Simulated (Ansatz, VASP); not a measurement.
## Two plane-wave programs on W

File INCAR:

```
ALGO = Normal
EDIFF = 1E-6
ENCUT = 500
GGA = PE
GGA_COMPAT = False
ISIF = 2
ISMEAR = 0
LASPH = True
LCHARG = False
LREAL = False
LWAVE = False
NBANDS = 13
NELM = 120
PREC = Accurate
SIGMA = 0.15
```

File KPOINTS:

```
k-points
0
Gamma
  20 20 20
```

Contents of POSCAR:

```
W
1.0
   -1.5274181250      1.5973000000      1.5274181250
    1.6671818750     -1.5973000000      1.6671818750
    1.5274181250      1.5973000000     -1.5274181250
W
1
Direct
    0.0000000000      0.0000000000      0.0000000000
```

Input for Ansatz:

```yaml
crystal:
  lattice:
    - [-1.527418125, 1.5973, 1.527418125]
    - [1.667181875, -1.5973, 1.667181875]
    - [1.527418125, 1.5973, -1.527418125]
  atoms:
    - { symbol: W, position: [0.0, 0.0, 0.0] }
basis:
  ecutwfc: 420
kpoints:
  mp_grid: { grid: [20, 20, 20] }
hamiltonian:
  xc: pbe
scf:
  occupations: { method: gaussian, width: 0.15 }
output:
  forces: true
  stress: true
  eigenvalues: true
```

Change from the starting cell: strain +0.0875 x Voigt [0, 0, 0, 0, 1, 0], atoms carried along.

Alike in both runs: task single point; functional PBE; k mesh 20 × 20 × 20; occupations gaussian, width 0.15 eV; no spin polarisation.

|  | VASP | Ansatz |
| --- | --- | --- |
| version | VASP 6.6.1 | Ansatz 0.2.0 |
| potentials or method | VASP PAW PBE potentials, release 64 (W_sv), cutoff 500 eV | scalar-relativistic, plane waves, PAW |
| valence electrons in the cell | 14 | 14 |

|  | VASP | Ansatz | Ansatz less VASP |
| --- | --- | --- | --- |
| gap on the k mesh at the Fermi level (eV) | none | none | - |
| pressure (GPa) | -0.7 | -1.2 | -0.46 |
| traceless stress, the component that is largest in VASP (GPa) | -12.71 | -12.54 | +0.169 |

A gap of «none» marks a metal or a gap that the smearing closes. With one functional, cell and mesh, what is left measures potentials, basis and numerics.

Neither program's run includes spin-orbit coupling.
